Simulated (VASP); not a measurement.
A run of VASP 6.6.1 is set up as follows.

File POSCAR:

```
BN
1.0
    0.0000000000      1.8150000000      1.8150000000
    1.8150000000      0.0000000000      1.8150000000
    1.8150000000      1.8150000000      0.0000000000
B N
1 1
Direct
    0.0095429797      0.0095429797      0.0095429797
    0.2500000000      0.2500000000      0.2500000000
```

Contents of INCAR.step1:

```
SYSTEM = BN
  ALGO = Normal
  EDIFF = 1E-5
  ENCUT = 520
  GGA = PE
  ISIF = 2
  ISMEAR = -1
  LASPH = .TRUE.
  LCHARG = .FALSE.
  LREAL = .FALSE.
  LWAVE = .TRUE.
  NBANDS = 11
  NELM = 100
  PREC = Accurate
  SIGMA = 0.05
```

INCAR.step2

```
SYSTEM = BN
  ALGO = Normal
  EDIFF = 1E-7
  ENCUT = 520
  GGA = PE
  HFSCREEN = 0.2079
  ISIF = 2
  ISMEAR = -1
  ISTART = 1
  LASPH = .TRUE.
  LCHARG = .FALSE.
  LHFCALC = .TRUE.
  LREAL = .FALSE.
  LWAVE = .FALSE.
  NBANDS = 11
  NELM = 100
  PREC = Accurate
  PRECFOCK = Normal
  SIGMA = 0.05
```

File KPOINTS:

```
k-points
0
G
  4 4 4
  0 0 0
```

Potentials or basis: VASP PAW PBE potentials, release 64 (B, N).

Launch:

```bash
$ cat potpaw_PBE.64/B/POTCAR potpaw_PBE.64/N/POTCAR > POTCAR
$ cp INCAR.step1 INCAR
$ mpirun -np 1 vasp_std > vasp.out
$ cp INCAR.step2 INCAR
$ mpirun -np 1 vasp_std > vasp.out
```

Predict the band gap on the k mesh.

5.42 eV, indirect (least direct gap 9.91 eV).

Estimate the largest force.

1.695 eV/Å.

What does it give for the pressure?

-8.7 GPa.

Forces in eV/Å, atoms in the order of the input:
```
B   -0.979 -0.979 -0.979
N    0.979  0.979  0.979
```

Caveat: the k points lie up to 0.75 Å⁻¹ apart; the PAW data sets were made with another functional, which shifts forces and pressure a little. A k mesh can miss the band edges.
